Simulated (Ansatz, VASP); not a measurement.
# Two plane-wave programs on Ti

Contents of INCAR:

```
PREC = Accurate
ENCUT = 520
EDIFF = 1E-6
ISMEAR = 0
SIGMA = 0.15
LREAL = F
LASPH = T
NELM = 60
ALGO = Normal
ISIF = 2
LWAVE = F
LCHARG = F
GGA = PE
NBANDS = 12
```

KPOINTS

```
Automatic mesh
0
Gamma
  28 28 28
```

File POSCAR:

```
Ti
1.0
   -1.6277527636      1.6277527636      1.6277527636
    1.6277527636     -1.6277527636      1.6277527636
    1.6277527636      1.6277527636     -1.6277527636
Ti
1
Direct
    0.0000000000      0.0000000000      0.0000000000
```

Input for Ansatz:

```yaml
crystal:
  lattice:
    - [-1.6277527636, 1.6277527636, 1.6277527636]
    - [1.6277527636, -1.6277527636, 1.6277527636]
    - [1.6277527636, 1.6277527636, -1.6277527636]
  atoms:
    - { symbol: Ti, position: [0.0, 0.0, 0.0] }
basis:
  ecutwfc: 420
kpoints:
  mp_grid: { grid: [28, 28, 28] }
hamiltonian:
  xc: pbe
scf:
  occupations: { method: gaussian, width: 0.15 }
output:
  forces: true
  stress: true
  eigenvalues: true
```

Alike in both runs: task single point; functional PBE; k mesh 28 × 28 × 28; occupations gaussian, width 0.15 eV; no spin polarisation.

|  | VASP | Ansatz |
| --- | --- | --- |
| version | VASP 6.6.1 | Ansatz 0.2.0 |
| potentials or method | VASP PAW PBE potentials, release 64 (Ti_sv), cutoff 520 eV | scalar-relativistic, plane waves, PAW |
| valence electrons in the cell | 12 | 12 |

```csv
,VASP,Ansatz,Ansatz less VASP
gap on the k mesh at the Fermi level (eV),none,none,-
pressure (GPa),-0.2,0.1,+0.25
```

A gap of «none» marks a metal or a gap that the smearing closes. The functional is the same, so the differences come from potentials, cutoffs and numerics.
